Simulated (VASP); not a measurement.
CdSe, 6 atoms in the cell. The cell holds layers of an interface, 6 atoms: a = 4.289 Å, b = 4.289 Å, c = 10.555 Å, α = 90.00°, β = 90.00°, γ = 120.00°. 

| Item | Value |
| --- | --- |
| Program | VASP 6.6.1 |
| Task | single point |
| Functional | PBEsol |
| Potentials or basis | VASP PAW PBE potentials, release 64 (Cd, Se) |
| Cutoff | 400 eV |
| k mesh | 6 × 6 × 3 |
| Occupations | fermi-dirac, width 0.05 eV |
| Spin | no spin polarisation |
| Dipole correction | no |
| Further INCAR settings | ALGO = Normal; EDIFF = 1e-06; NBANDS = 36 |

Potentials or basis: VASP PAW PBE potentials, release 64 (Cd, Se).

Launch:

```console
$ cat potpaw_PBE.64/Cd/POTCAR potpaw_PBE.64/Se/POTCAR > POTCAR
$ mpirun -np 1 vasp_std > vasp.out
```

Hardware: 1 thread of Intel Xeon 8259CL (shared host).

**Question.** How long does it take, and how much memory?

**Answer.** Run time: 100 s on 1 thread of Intel Xeon 8259CL (shared host), peak memory 0.25 GiB. Counts: scf iterations 13, k points 17.
